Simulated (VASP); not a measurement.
Here is a VASP 6.6.1 calculation.

Contents of INCAR:

```
SYSTEM = ZnS
  PREC = Accurate
  ENCUT = 500
  EDIFF = 1E-6
  ISMEAR = 0
  SIGMA = 0.02
  LREAL = .False.
  LASPH = .True.
  NELM = 120
  ALGO = Normal
  ISIF = 2
  LWAVE = .False.
  LCHARG = .False.
  GGA = CA
  NBANDS = 16
  GGA_COMPAT = .False.
```

Contents of KPOINTS:

```
Automatic mesh
0
Gamma
  10 10 10
  0 0 0
```

The input POSCAR:

```
ZnS
1.0
    0.0000000000      2.6483452481      2.6483452481
    2.6483452481      0.0000000000      2.6483452481
    2.6483452481      2.6483452481      0.0000000000
Zn S
1 1
Direct
    0.0000000000      0.0000000000      0.0000000000
    0.2500000000      0.2500000000      0.2500000000
```

Potentials or basis: VASP PAW LDA potentials, release 64 (Zn, S).

The run is started by

```console
$ cat potpaw_LDA.64/Zn/POTCAR potpaw_LDA.64/S/POTCAR > POTCAR
$ mpirun -np 1 vasp_std > vasp.out
```

Problem. What does it give for the band gap on the k mesh?

Solution. 2.16 eV, direct.

Problem. Predict the pressure.

Solution. 0.2 GPa.

As with any semilocal functional, this LDA gap is likely too small.
